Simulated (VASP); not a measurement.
SnO2: single point with PBE+D3(BJ)

Crystal: SnO2.

```
CELL_PARAMETERS angstrom
3.18783 0.00000 0.00000
-1.59391 2.76074 0.00000
0.00000 0.00000 11.11404
ATOMIC_POSITIONS crystal
Sn 0.00000 0.00000 0.50000
Sn 0.00000 0.00000 0.00000
O 0.66667 0.33333 0.40179
O 0.66667 0.33333 0.09821
O 0.33333 0.66667 0.59821
O 0.33333 0.66667 0.90179
```

| Property | Result |
| --- | --- |
| Program | VASP 6.6.1 |
| Task | single point |
| Functional | PBE |
| Dispersion | D3(BJ) |
| Potentials or basis | VASP PAW PBE potentials, release 64 (Sn_d, O) |
| Cutoff | 520 eV |
| k mesh | 12 × 12 × 4 |
| Occupations | gaussian, width 0.05 eV |
| Spin | no spin polarisation |

| Property | Result |
| --- | --- |
| Pressure | -2.8 GPa |
| Largest force | 0.783 eV/Å |
| Band gap on the k mesh | 2.27 eV (least direct gap 2.59 eV) |
| Dispersion energy per atom | -0.155 eV |

Forces on the atoms (eV/Å):
```
Sn   0.000  0.000  0.000
Sn   0.000  0.000  0.000
O    0.000  0.000  0.783
O    0.000  0.000 -0.783
O    0.000  0.000 -0.783
O    0.000  0.000  0.783
```

Stress tensor (GPa, compression positive):
```
-0.86  0.00  0.00
 0.00 -0.86  0.00
 0.00  0.00 -6.61
```

Levels at points of the mesh, in eV from the valence-band top:
| k point | band 23 | band 24 | band 25 | band 26 | band 27 | band 28 | band 29 | band 30 |
| --- | --- | --- | --- | --- | --- | --- | --- | --- |
| (0.00, 0.00, 0.00) | -0.63 | -0.61 | -0.61 | -0.31 | 2.27 | 2.93 | 5.53 | 5.82 |
| (0.50, 0.00, 0.00) | -0.46 | -0.43 | -0.39 | -0.05 | 5.03 | 5.16 | 6.88 | 7.33 |
| (0.00, 0.00, 0.50) | -0.62 | -0.62 | -0.62 | -0.62 | 2.61 | 2.61 | 5.68 | 5.68 |
| (0.50, 0.00, 0.50) | -0.45 | -0.45 | -0.21 | -0.21 | 5.09 | 5.09 | 7.10 | 7.10 |

Wall time 90 s on 1 thread of Intel(R) Xeon(R) Platinum 8559C (Emerald Rapids), on a shared host, peak memory 0.31 GiB.

Caveat: the stress differs along the axes, from -7 to -1 GPa; spin-orbit coupling is left out, which moves the levels of the heavy elements. A k mesh can miss the band edges.
